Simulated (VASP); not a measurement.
# Y (Pm-3m) in VASP: a series of runs

The runs below take Y through single point, with PBE.

All numbers are computed with VASP 6.6.1; they aren't measurements. Logs are shortened: lines on timing, memory, paths and dates and some standing lists are left out, and cuts for length are marked.

### 1 The cell of the first run

It takes space group Pm-3m (No. 221, cubic). Conventional cell: a = 2.670 Å, b = 2.670 Å, c = 2.670 Å, α = 90.00°, β = 90.00°, γ = 90.00°. Y (site symmetry m-3m) has 6 Y at 2.67 Å within 3.5 Å.

### 2 Single point, PBE

The input, INCAR:

```
SYSTEM = Y
PREC     = Accurate       ! precision mode
ENCUT    = 520            ! plane-wave cutoff, eV
EDIFF    = 1E-6           ! SCF threshold, eV
ISMEAR   = 1              ! smearing method
SIGMA    = 0.1            ! smearing width, eV
LREAL    = .False.        ! projectors in reciprocal space
LASPH    = .True.         ! aspherical terms in the spheres
NELM     = 60             ! most SCF steps
ALGO     = Normal         ! electronic algorithm
ISIF     = 2              ! what is computed and relaxed
LWAVE    = .False.        ! write WAVECAR
LCHARG   = .True.         ! write CHGCAR
GGA      = PE             ! functional
LELF     = .True.         ! ELF
LVHAR    = .True.       
NBANDS   = 12             ! bands
```

The input, KPOINTS:

```
Automatic mesh
0
Gamma
  6 6 6
  0 0 0
```

The input, POSCAR:

```
Y
1.0
    2.6704366615      0.0000000000      0.0000000000
    0.0000000000      2.6704366615      0.0000000000
    0.0000000000      0.0000000000      2.6704366615
Y
1
Direct
    0.0000000000      0.0000000000      0.0000000000
```

Potentials or basis: VASP PAW PBE potentials, release 64 (Y_sv).

Run with:

```bash
> cat potpaw_PBE.64/Y_sv/POTCAR > POTCAR
> mpirun -np 1 vasp_std > vasp.out
```

OUTCAR:

```text
SYSTEM = Y
   PREC = Accurate
   ENCUT = 520
   EDIFF = 1E-6
   ISMEAR = 1
   LREAL = .False.
   LASPH = .True.
   NELM = 60
   ISIF = 2
   GGA = PE

 ion  position               nearest neighbor table
   1  0.000  0.000  0.000-

  LATTYP: Found a simple cubic cell.
 ALAT       =     2.6704366615

  Lattice vectors:

 A1 = (   2.6704366615,   0.0000000000,   0.0000000000)
 A2 = (   0.0000000000,   2.6704366615,   0.0000000000)
 A3 = (   0.0000000000,   0.0000000000,   2.6704366615)

Analysis of symmetry for initial positions (statically):
=====================================================================
 Subroutine PRICEL returns:
 Original cell was already a primitive cell.

 Routine SETGRP: Setting up the symmetry group for a
 simple cubic supercell.

 Subroutine GETGRP returns: Found 48 space group operations
 (whereof 48 operations were pure point group operations)
 out of a pool of 48 trial point group operations.

The static configuration has the point symmetry O_h .

Analysis of symmetry for dynamics (positions and initial velocities):
=====================================================================
 Subroutine PRICEL returns:
 Original cell was already a primitive cell.

 Routine SETGRP: Setting up the symmetry group for a
 simple cubic supercell.

 Subroutine GETGRP returns: Found 48 space group operations
 (whereof 48 operations were pure point group operations)
 out of a pool of 48 trial point group operations.

The dynamic configuration has the point symmetry O_h .

 Subroutine INISYM returns: Found 48 space group operations
 (whereof 48 operations are pure point group operations),
 and found     1 'primitive' translations

----------------------------------------------------------------------------------------

                                     Primitive cell

  volume of cell :      19.0435

  direct lattice vectors                    reciprocal lattice vectors
     2.670436662  0.000000000  0.000000000     0.374470593  0.000000000  0.000000000
     0.000000000  2.670436662  0.000000000     0.000000000  0.374470593  0.000000000
     0.000000000  0.000000000  2.670436662     0.000000000  0.000000000  0.374470593

  length of vectors
     2.670436662  2.670436662  2.670436662     0.374470593  0.374470593  0.374470593

  position of ions in fractional coordinates (direct lattice)
     0.000000000  0.000000000  0.000000000

  ion indices of the primitive-cell ions
   primitive index   ion index
                 1           1

----------------------------------------------------------------------------------------

 KPOINTS: Automatic mesh

Automatic generation of k-mesh.
 Grid dimensions read from file:
 generate k-points for:    6    6    6

 Generating k-lattice:

  Cartesian coordinates                     Fractional coordinates (reciprocal lattice)
     0.062411765  0.000000000  0.000000000     0.166666667  0.000000000  0.000000000
     0.000000000  0.062411765  0.000000000     0.000000000  0.166666667  0.000000000
     0.000000000  0.000000000  0.062411765     0.000000000  0.000000000  0.166666667

  Length of vectors
     0.062411765  0.062411765  0.062411765

  Shift w.r.t. Gamma in fractional coordinates (k-lattice)
     0.000000000  0.000000000  0.000000000

 Subroutine IBZKPT returns following result:
 ===========================================

 Found     20 irreducible k-points:

 Following reciprocal coordinates:
            Coordinates               Weight
  0.000000  0.000000  0.000000      1.000000
  0.166667  0.000000  0.000000      6.000000
  0.333333  0.000000  0.000000      6.000000
  0.500000  0.000000  0.000000      3.000000
  0.166667  0.166667  0.000000     12.000000
  0.333333  0.166667  0.000000     24.000000
[... 12 lines left out ...]
  0.500000  0.500000  0.333333      6.000000
  0.500000  0.500000  0.500000      1.000000
   k-points           NKPTS =     20   k-points in BZ     NKDIM =     20   number of bands    NBANDS=     12
   number of dos      NEDOS =    301   number of ions     NIONS =      1
   total plane-waves  NPLWV =   8000
   dimension x,y,z NGX =    20 NGY =   20 NGZ =   20
   dimension x,y,z NGXF=    40 NGYF=   40 NGZF=   40
   ions per type =               1
   NGX,Y,Z   is equivalent  to a cutoff of  12.45, 12.45, 12.45 a.u.
   NGXF,Y,Z  is equivalent  to a cutoff of  24.90, 24.90, 24.90 a.u.
 SYSTEM =  Y
   PREC   = accura    normal or accurate (medium, high low for compatibility)
   ISTART =      0    job   : 0-new  1-cont  2-samecut
   ICHARG =      2    charge: 1-file 2-atom 10-const
   ISPIN  =      1    spin polarized calculation?
   LNONCOLLINEAR =      F non collinear calculations
   LSORBIT =      F    spin-orbit coupling
   LASPH  =      T    aspherical Exc in radial PAW
   ENCUT  =  520.0 eV  38.22 Ry    6.18 a.u.   4.97  4.97  4.97*2*pi/ulx,y,z
   NELM   =     60;   NELMIN=  2; NELMDL= -5     # of ELM steps
   EDIFF  = 0.1E-05   stopping-criterion for ELM
   LREAL  =      F    real-space projection
   EDIFFG = 0.1E-04   stopping-criterion for IOM
   NSW    =      0    number of steps for IOM
   IBRION =     -1    ionic relax: 0-MD 1-quasi-New 2-CG
   NFREE  =      0    steps in history (QN), initial steepest desc. (CG)
   ISIF   =      2    stress and relaxation
   ISYM   =      2    0-nonsym 1-usesym 2-fastsym
   POTIM  = 0.5000    time-step for ionic-motion
   TEBEG  =    0.0;   TEEND  =   0.0 temperature during run
   PSTRESS=    0.0 pullay stress
   NELECT =      11.0000    total number of electrons
   NUPDOWN=      -1.0000    fix difference up-down
   EMIN   =  10.00;   EMAX   =-10.00  energy-range for DOS
   EFERMI =   0.00;   METHOD = LEGACY
   ISMEAR =     1;   SIGMA  =   0.10  broadening in eV -4-tet -1-fermi 0-gaus
   EFERMI_NEDOS =   21; number of points for ismear=-14 and -15
   IALGO  =     38    algorithm
   IMIX   =      4    mixing-type and parameters
     AMIX     =   0.40;   BMIX     =  1.00
     AMIX_MAG =   1.60;   BMIX_MAG =  1.00
  volume/ion in A,a.u.               =      19.04       128.51
  Fermi-wavevector in a.u.,A,eV,Ry     =   1.363400  2.576453 25.291338  1.858861
  Thomas-Fermi vector in A             =   2.489807
   LORBIT       =      0    0 simple, 1 ext, 2 COOP (PROOUT), +10 PAW based schemes
   GGA     = PE    functional components
   LHFCALC =     F    Hartree Fock is set to
   AEXX    =    0.0000 exact exchange contribution
   IVDW    =     0    specifies the selected vdW correction
   LEPSILON=     F    determine dielectric tensor
   LRPA    =     F    only Hartree local field effects (RPA)
 non-spin polarized calculation
 Methfessel and Paxton  Order N= 1 SIGMA  =   0.10
  energy-cutoff  :      520.00
  volume of cell :       19.04
 maximum number of plane-waves:       536
 NGX is ok and might be reduce to    20
   NGX =  9   NGY =  9   NGZ =  9

 number of electron      11.0000002 magnetization

 Free energy of the ion-electron system (eV)
  ---------------------------------------------------
  ext. energy  EPLUGINS =         0.00000000
  ---------------------------------------------------
  free energy    TOTEN  =        -4.28661291 eV

  energy without entropy =       -4.28084350  energy(sigma->0) =       -4.28468978

 E-fermi :   6.1097     XC(G=0): -11.7579

 val. band max:        6.1031070631   @ k =   0.3333   0.1667   0.0000
 cond. band min:       6.1688060002   @ k =   0.3333   0.3333   0.0000
 fundamental gap:      0.0656989370
 Fermi energy:         6.1096687566

 k-point     1 :       0.0000    0.0000    0.0000
  band No.  band energies     occupation
      1     -36.6223      2.00000
      2     -14.7864      2.00000
      3     -14.7864      2.00000
      4     -14.7864      2.00000
      5       1.6394      2.00000
      6       4.3733      2.00000
      7       4.3733      2.00000
      8      15.5013      0.00000
      9      15.5013      0.00000
     10      15.5013      0.00000
     11      21.7839      0.00000
     12      21.7839      0.00000

 k-point     2 :       0.1667    0.0000    0.0000
  band No.  band energies     occupation
      1     -36.4903      2.00000
      2     -15.7702      2.00000
      3     -14.6996      2.00000
      4     -14.6996      2.00000
      5       2.5077      2.00000
      6       4.6629      2.00000
      7       5.8148      2.00025
      8      13.5453      0.00000
      9      13.5453      0.00000
     10      15.6467      0.00000
     11      19.0823      0.00000
     12      23.7407      0.00000

 k-point     3 :       0.3333    0.0000    0.0000
  band No.  band energies     occupation
      1     -36.2125      2.00000
      2     -17.4360      2.00000
      3     -14.5207      2.00000
      4     -14.5207      2.00000
      5       4.0873      2.00000
      6       5.3298      2.00000
      7       8.2892      0.00000
      8      11.1454      0.00000
      9      11.1454      0.00000
     10      15.9558      0.00000
     11      17.6593      0.00000
     12      19.8168      0.00000
[... 226 lines left out ...]
 k-point    19 :       0.5000    0.5000    0.3333
  band No.  band energies     occupation
      1     -35.1720      2.00000
      2     -17.1701      2.00000
      3     -17.1701      2.00000
      4     -16.3765      2.00000
      5       3.3094      2.00000
      6       5.1276      2.00000
      7       5.1276      2.00000
      8      13.7784      0.00000
      9      14.3463      0.00000
     10      19.1406      0.00000
     11      21.5051      0.00000
     12      21.5051      0.00000

 k-point    20 :       0.5000    0.5000    0.5000
  band No.  band energies     occupation
      1     -35.0408      2.00000
      2     -17.0311      2.00000
      3     -17.0311      2.00000
      4     -17.0311      2.00000
      5       4.0584      2.00000
      6       4.0584      2.00000
      7       4.0584      2.00000
      8      11.9552      0.00000
      9      19.2520      0.00000
     10      19.2520      0.00000
     11      22.8144      0.00000
     12      22.8144      0.00000

------------------------ aborting loop because EDIFF is reached ----------------------------------------

  FORCE on cell =-STRESS in cart. coord.  units (eV):
  Direction    XX          YY          ZZ          XY          YZ          ZX
  --------------------------------------------------------------------------------------
  -------------------------------------------------------------------------------------
  Total        5.3415825      5.3415825      5.3415825      0.0000000      0.0000000     -0.0000000
  in kB      449.4006319    449.4006319    449.4006319      0.0000000      0.0000000     -0.0000000
  external PRESSURE =     449.4006319 kB  Pullay stress =       0.0000000 kB

 VOLUME and BASIS-vectors are now :
 -----------------------------------------------------------------------------
  energy-cutoff  :      520.00
  volume of cell :       19.04
      direct lattice vectors                 reciprocal lattice vectors
     2.670436662  0.000000000  0.000000000     0.374470593  0.000000000  0.000000000
     0.000000000  2.670436662  0.000000000     0.000000000  0.374470593  0.000000000
     0.000000000  0.000000000  2.670436662     0.000000000  0.000000000  0.374470593

 POSITION                                       TOTAL-FORCE (eV/Angst)
 -----------------------------------------------------------------------------------
      0.00000      0.00000      0.00000         0.000000      0.000000      0.000000
 -----------------------------------------------------------------------------------
    total drift:                               -0.000000      0.000000      0.000000

  FREE ENERGIE OF THE ION-ELECTRON SYSTEM (eV)
  ---------------------------------------------------
  free  energy   TOTEN  =        -4.2866129140 eV

  energy  without entropy=       -4.2808434970  energy(sigma->0) =       -4.28468978
```

Run time: 5.7 s. Hardware: 1 thread of Intel Xeon Platinum 8488C (Sapphire Rapids), shared host; peak memory 0.14 GiB.

What came out:

| Item | Value |
| --- | --- |
| Free energy | -4.2866 eV |
| Pressure | 44.9 GPa |

Caveat: the k points lie up to 0.39 Å⁻¹ apart.

(Part 1 of 2 ends here.)
